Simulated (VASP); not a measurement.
Input of a VASP 6.6.1 run:

File INCAR:

```
SYSTEM = Y
PREC = Accurate
ENCUT = 520
EDIFF = 1E-7
ISMEAR = -1
SIGMA = 0.05
LREAL = .False.
LASPH = .True.
NELM = 80
ALGO = Normal
ISIF = 2
LWAVE = .False.
LCHARG = .False.
GGA = PE
NBANDS = 12
```

File KPOINTS:

```
regular mesh
0
Gamma
  14 14 14
  0 0 0
```

File POSCAR:

```
Y
1.0
   -2.0203104619      2.0203104619      2.0203104619
    2.0203104619     -2.0203104619      2.0203104619
    2.0203104619      2.0203104619     -2.0203104619
Y
1
Direct
    0.0000000000      0.0000000000      0.0000000000
```

Potentials or basis: VASP PAW PBE potentials, release 64 (Y_sv).

The run is started by

```sh
$ cat potpaw_PBE.64/Y_sv/POTCAR > POTCAR
$ mpirun -np 1 vasp_std > vasp.out
```

(1) Estimate the band gap on the k mesh.

(2) What does it give for the pressure?

Answers

(1) zero (an odd number of electrons rules out a gap without spin polarisation).

(2) -0.1 GPa.
